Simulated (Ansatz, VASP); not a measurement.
Two plane-wave programs on AlGa3N4

```
Al Ga N
1.0
     4.38248   -0.15494   -0.15494
    -0.15494    4.38248   -0.15494
    -0.15494   -0.15494    4.38248
Al Ga N
1 3 4
Cartesian
  0.0000 0.0000 0.0000
  2.1138 2.1138 -0.1549
  2.1138 -0.1549 2.1138
  -0.1549 2.1138 2.1138
  3.1530 3.1530 0.8407
  3.1530 0.8407 3.1530
  0.8407 3.1530 3.1530
  0.9986 0.9986 0.9986
```

Change from the starting cell: equal engineering shear yz, xz and xy -0.0700, equal normal strain along x, y and z -0.0100.

Alike in both runs: task single point; functional LDA; k mesh 6 × 6 × 6; occupations gaussian, width 0.05 eV; no spin polarisation.

|  | VASP | Ansatz |
| --- | --- | --- |
| version | VASP 6.6.1 | Ansatz 0.2.0 |
| potentials or method | VASP PAW LDA potentials, release 64 (Al, Ga_d, N_h), cutoff 1330 eV | scalar-relativistic, plane waves, PAW |
| valence electrons in the cell | 62 | 62 |

|  | VASP | Ansatz | Ansatz less VASP |
| --- | --- | --- | --- |
| gap on the k mesh at the Fermi level (eV) | 2.33 | 2.33 | -0.003 |
| least direct gap on the mesh (eV) | 2.33 | 2.33 | -0.003 |
| pressure (GPa) | 12.5 | 11.4 | -1.08 |
| traceless stress, the component that is largest in VASP (GPa) | 19.04 | 18.82 | -0.219 |
| rms of the force components (eV/Å) | 1.235 | 1.208 | -0.0268 |

Ansatz warns that its potentials were made for another functional, while VASP's fit it. LDA's correlation is that of Perdew and Zunger in VASP and of Perdew and Wang (1992) in Ansatz. Atom by atom the forces differ by 0.029 eV/Å (rms over components).
